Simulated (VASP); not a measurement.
Here is a VASP 6.6.1 calculation.

The input INCAR:

```
ALGO     = Normal         # electronic algorithm
EDIFF    = 1E-7           # SCF threshold, eV
ENCUT    = 520            # plane-wave cutoff, eV
GGA      = PE             # functional
ISIF     = 2              # what is computed and relaxed
ISMEAR   = 0              # smearing method
LASPH    = T              # aspherical terms in the spheres
LCHARG   = F              # write CHGCAR
LREAL    = F              # projectors in reciprocal space
LWAVE    = F              # write WAVECAR
NBANDS   = 16             # bands
NELM     = 60             # most SCF steps
PREC     = Accurate       # precision mode
SIGMA    = 0.03           # smearing width, eV
```

File KPOINTS:

```
k-points
0
Gamma
  7 7 7
```

POSCAR

```
HgTe
1.0
    0.0000000000      3.1800000000      3.1800000000
    3.1800000000      0.0000000000      3.1800000000
    3.1800000000      3.1800000000      0.0000000000
Hg Te
1 1
Direct
    0.0000000000      0.0000000000      0.0000000000
    0.5000000000      0.5000000000      0.5000000000
```

Potentials or basis: VASP PAW PBE potentials, release 64 (Hg, Te).

Command:

```sh
$ cat potpaw_PBE.64/Hg/POTCAR potpaw_PBE.64/Te/POTCAR > POTCAR
$ mpirun -np 1 vasp_std > vasp.out
```

Q: Estimate the pressure.

A: -3.7 GPa.

Q: Predict the band gap on the k mesh.

A: Zero (bands 9 and 10 overlap by 1.91 eV).

Caveat: the cell stands under tension; spin-orbit coupling is left out, which moves the levels of the heavy elements.
